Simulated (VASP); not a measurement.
# ZrWS5 (P4/mmm) in VASP: notebook, part 2 of 2

VASP 6.6.1.

### 3 Single point, PBE

This run uses another cell than the first one, of 16.84 Å³/atom.

Input file INCAR:

```
  PREC = Accurate
  ENCUT = 500
  EDIFF = 1E-6
  ISMEAR = 0
  SIGMA = 0.1
  LREAL = F
  LASPH = T
  NELM = 120
  ALGO = Normal
  ISIF = 2
  LWAVE = F
  LCHARG = T
  GGA = PE
  LELF = T
  LVHAR = T
  NBANDS = 37
  GGA_COMPAT = F
```

Input file KPOINTS:

```
regular mesh
0
Gamma
  10 10 6
```

Input file POSCAR:

```
ZrWS5
1.0
    4.3474085155      0.0000000000      0.0000000000
    0.0000000000      4.3474085155      0.0000000000
    0.0000000000      0.0000000000      6.2371588345
Zr W S
1 1 5
Direct
    0.5000000000      0.5000000000      0.0000000000
    0.0000000000      0.0000000000      0.5000000000
    0.0000000000      0.5000000000      0.2834776958
    0.0000000000      0.5000000000      0.7165223042
    0.5000000000      0.0000000000      0.2834776958
    0.5000000000      0.0000000000      0.7165223042
    0.0000000000      0.0000000000      0.0000000000
```

Potentials or basis: VASP PAW PBE potentials, release 64 (Zr_sv, W_sv, S).

On the command line:

```
$ cat potpaw_PBE.64/Zr_sv/POTCAR potpaw_PBE.64/W_sv/POTCAR potpaw_PBE.64/S/POTCAR > POTCAR
$ mpirun -np 1 vasp_std > vasp.out
```

OUTCAR:

```text
PREC = Accurate
   ENCUT = 500
   EDIFF = 1E-6
   ISMEAR = 0
   LREAL = F
   LASPH = T
   NELM = 120
   ISIF = 2
   GGA = PE

 ion  position               nearest neighbor table
   1  0.500  0.500  0.000-   3 2.80   4 2.80   5 2.80   6 2.80   5 2.80   6 2.80   3 2.80   4 2.80
                             7 3.07   7 3.07   7 3.07   7 3.07
   2  0.000  0.000  0.500-   3 2.56   4 2.56   5 2.56   6 2.56   3 2.56   4 2.56   5 2.56   6 2.56
                             7 3.12   7 3.12
   3  0.000  0.500  0.283-   2 2.56   2 2.56   4 2.70   1 2.80   1 2.80
   4  0.000  0.500  0.717-   2 2.56   2 2.56   3 2.70   1 2.80   1 2.80
   5  0.500  0.000  0.283-   2 2.56   2 2.56   6 2.70   1 2.80   1 2.80
   6  0.500  0.000  0.717-   2 2.56   2 2.56   5 2.70   1 2.80   1 2.80
   7  0.000  0.000  0.000-   1 3.07   1 3.07   1 3.07   1 3.07   2 3.12   2 3.12

  LATTYP: Found a simple tetragonal cell.
 ALAT       =     4.3474085155
 C/A-ratio  =     1.4346843211

  Lattice vectors:

 A1 = (   4.3474085155,   0.0000000000,   0.0000000000)
 A2 = (   0.0000000000,   4.3474085155,   0.0000000000)
 A3 = (   0.0000000000,   0.0000000000,   6.2371588345)

Analysis of symmetry for initial positions (statically):
[... 191 lines left out ...]
 k-point     1 :       0.0000    0.0000    0.0000
  band No.  band energies     occupation
      1     -66.1545      2.00000
      2     -41.3492      2.00000
      3     -30.3662      2.00000
      4     -30.3662      2.00000
      5     -30.2018      2.00000
      6     -19.3360      2.00000
[... 949 lines left out ...]
     36      12.2595      0.00000
     37      12.7842      0.00000

 [... further k-points ...]

------------------------ aborting loop because EDIFF is reached ----------------------------------------

  FORCE on cell =-STRESS in cart. coord.  units (eV):
  Direction    XX          YY          ZZ          XY          YZ          ZX
  --------------------------------------------------------------------------------------
  -------------------------------------------------------------------------------------
  Total       -0.0222526     -0.0222526     -0.0267543      0.0000000     -0.0000000      0.0000000
  in kB       -0.3024432     -0.3024432     -0.3636276      0.0000000     -0.0000000      0.0000000
  external PRESSURE =      -0.3228380 kB  Pullay stress =       0.0000000 kB

 VOLUME and BASIS-vectors are now :
 -----------------------------------------------------------------------------
  energy-cutoff  :      500.00
  volume of cell :      117.88
      direct lattice vectors                 reciprocal lattice vectors
     4.347408515  0.000000000  0.000000000     0.230022092  0.000000000  0.000000000
     0.000000000  4.347408515  0.000000000     0.000000000  0.230022092  0.000000000
     0.000000000  0.000000000  6.237158834     0.000000000  0.000000000  0.160329411

 POSITION                                       TOTAL-FORCE (eV/Angst)
 -----------------------------------------------------------------------------------
      2.17370      2.17370      0.00000        -0.000000     -0.000000      0.000000
      0.00000      0.00000      3.11858        -0.000000     -0.000000      0.000000
      0.00000      2.17370      1.76810         0.000000      0.000000     -0.001442
      0.00000      2.17370      4.46906        -0.000000      0.000000      0.001442
      2.17370      0.00000      1.76810         0.000000     -0.000000     -0.001442
      2.17370      0.00000      4.46906        -0.000000     -0.000000      0.001442
      0.00000      0.00000      0.00000        -0.000000     -0.000000      0.000000
 -----------------------------------------------------------------------------------
    total drift:                                0.000000     -0.000000     -0.000000

  FREE ENERGIE OF THE ION-ELECTRON SYSTEM (eV)
  ---------------------------------------------------
  free  energy   TOTEN  =       -44.0074229127 eV

  energy  without entropy=      -43.9830534533  energy(sigma->0) =      -43.99523818
```

stdout:

```text
POSCAR found type information on POSCAR ZrW S
 POSCAR found :  3 types and       7 ions
 scaLAPACK will be used
 LDA part: xc-table for (Slater+PW92), standard interpolation
 POSCAR, INCAR and KPOINTS ok, starting setup
 FFT: planning ... GRIDC
 FFT: planning ... GRID_SOFT
 FFT: planning ... GRID
 WAVECAR not read
 entering main loop
```

It took 8.6 min on 1 thread of Intel Xeon 8259CL, shared host; peak memory 0.44 GiB.

Results:

```
Free energy            : -44.0074 eV
Pressure               : 0.0 GPa
Band gap on the k mesh : zero (bands 28 and 29 overlap by 1.40 eV)
```

Levels at points of the mesh, in eV from the Fermi level:
| k point | band 24 | band 25 | band 26 | band 27 | band 28 | band 29 | band 30 | band 31 | band 32 | band 33 |
| --- | --- | --- | --- | --- | --- | --- | --- | --- | --- | --- |
| (0.00, 0.00, 0.00) | -2.03 | -1.12 | -0.93 | -0.44 | -0.44 | 0.22 | 0.47 | 0.48 | 0.66 | 1.85 |
| (0.50, 0.00, 0.00) | -1.51 | -1.29 | -1.25 | -0.94 | -0.57 | 0.59 | 0.81 | 1.95 | 2.35 | 2.76 |
| (0.50, 0.50, 0.00) | -0.36 | -0.33 | -0.27 | -0.27 | 0.10 | 0.52 | 0.60 | 1.16 | 1.24 | 1.85 |
| (0.00, 0.00, 0.50) | -1.97 | -1.48 | -1.48 | -1.05 | -1.05 | -0.78 | 0.39 | 1.04 | 1.48 | 2.32 |
| (0.50, 0.00, 0.50) | -2.52 | -2.36 | -2.10 | -0.94 | -0.66 | -0.10 | 1.45 | 1.85 | 2.48 | 2.88 |
| (0.50, 0.50, 0.50) | -0.87 | -0.26 | -0.26 | -0.15 | -0.04 | 0.65 | 1.13 | 1.53 | 1.67 | 2.74 |

Caveat: spin-orbit coupling is left out, which moves the levels of the heavy elements.
